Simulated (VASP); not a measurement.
Input of a VASP 6.6.1 run:

File INCAR:

```
PREC = Accurate
ENCUT = 520
EDIFF = 1E-7
ISMEAR = 0
SIGMA = 0.02
LREAL = False
LASPH = True
NELM = 80
ALGO = Normal
ISIF = 2
LWAVE = False
LCHARG = False
LDIPOL = True
IDIPOL = 3
DIPOL = 0.5 0.5 0.500
GGA = PE
IVDW = 12
NBANDS = 12
```

Contents of KPOINTS:

```
Automatic mesh
0
Gamma
  9 9 1
```

POSCAR

```
P
1.0
    3.2540552468      0.0000000000      0.0000000000
   -1.6270276234      2.8180945091      0.0000000000
    0.0000000000      0.0000000000     28.0000000000
P
2
Direct
    0.3333333333      0.6666666667      0.5222365346
    0.6666666667      0.3333333333      0.4777634654
```

Potentials or basis: VASP PAW PBE potentials, release 64 (P).

Run with:

```console
$ cat potpaw_PBE.64/P/POTCAR > POTCAR
$ mpirun -np 1 vasp_std > vasp.out
```

Predict the band gap on the k mesh.

2.00 eV, indirect (least direct gap 2.27 eV).

What does it give for the dispersion energy per atom?

-0.214 eV.

Forces on the atoms (eV/Å):
```
P    0.000  0.000 -0.091
P    0.000  0.000  0.091
```
